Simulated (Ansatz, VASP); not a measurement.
This is a calculation of I for Ansatz 0.2.0.

File input.yaml:

```yaml
crystal:
  lattice:
    - [3.659108781, -2.4108815219, 0.0]
    - [3.659108781, 2.4108815219, 0.0]
    - [0.0, 0.0, 9.8582991087]
  atoms:
    - { symbol: I, position: [0.6493, 0.3507, 0.3844] }
    - { symbol: I, position: [0.1493, 0.8507, 0.1156] }
    - { symbol: I, position: [0.3507, 0.6493, 0.6156] }
    - { symbol: I, position: [0.8507, 0.1493, 0.8844] }
kpoints:
  mp_grid: { grid: [7, 7, 3] }
scf:
  occupations: { method: fermi_dirac, width: 0.05 }
hamiltonian:
  xc: pbesol
  pseudopotentials: { kind: all_electron, lapw: { basis_error: 0.001 } }
output:
  forces: true
  stress: true
  eigenvalues: true
```

Potentials or basis: all-electron LAPW, scalar-relativistic.

Command:

```console
$ ansatz run input.yaml --threads 2 --pin off --max-ram 8192MiB --backend cpu --events-out ev --progress --plain --runs-dir out
```

**Question.** Translate it to VASP 6.6.1. Potentials there: VASP PAW PBE potentials, release 64 (I).

**Answer.** As run (the cutoff follows the program's own potentials):

File INCAR:

```
SYSTEM = I
PREC = Accurate ; ENCUT = 520
EDIFF = 1E-6 ; ISMEAR = -1
SIGMA = 0.05 ; LREAL = .False.
LASPH = .True. ; NELM = 80
ALGO = Normal ; ISIF = 2
LWAVE = .False. ; LCHARG = .False.
GGA = PS ; NBANDS = 22
```

KPOINTS

```
regular mesh
0
Gamma
  7 7 3
  0 0 0
```

POSCAR

```
I
1.0
    3.6591087810     -2.4108815219      0.0000000000
    3.6591087810      2.4108815219      0.0000000000
    0.0000000000      0.0000000000      9.8582991087
I
4
Direct
    0.6493000000      0.3507000000      0.3844000000
    0.1493000000      0.8507000000      0.1156000000
    0.3507000000      0.6493000000      0.6156000000
    0.8507000000      0.1493000000      0.8844000000
```

Potentials or basis: VASP PAW PBE potentials, release 64 (I).

Launch:

```console
$ cat potpaw_PBE.64/I/POTCAR > POTCAR
$ mpirun -np 1 vasp_std > vasp.out
```

Both were run:

|  | VASP | Ansatz | Ansatz less VASP |
| --- | --- | --- | --- |
| gap on the k mesh at the Fermi level (eV) | 1.24 | 1.25 | +0.008 |
| least direct gap on the mesh (eV) | 1.31 | 1.32 | +0.010 |
| pressure (GPa) | -0.4 | -0.4 | 0.00 |
| traceless stress, the component that is largest in VASP (GPa) | -0.47 | -0.46 | +0.004 |
| rms of the force components (eV/Å) | 0.343 | 0.341 | -0.0023 |

VASP's potentials were made for PBE, not for PBEsol. Atom by atom the forces differ by 0.002 eV/Å (rms over components). Ansatz ran all-electron here, and VASP with PAW potentials.

Neither program's run includes spin-orbit coupling.
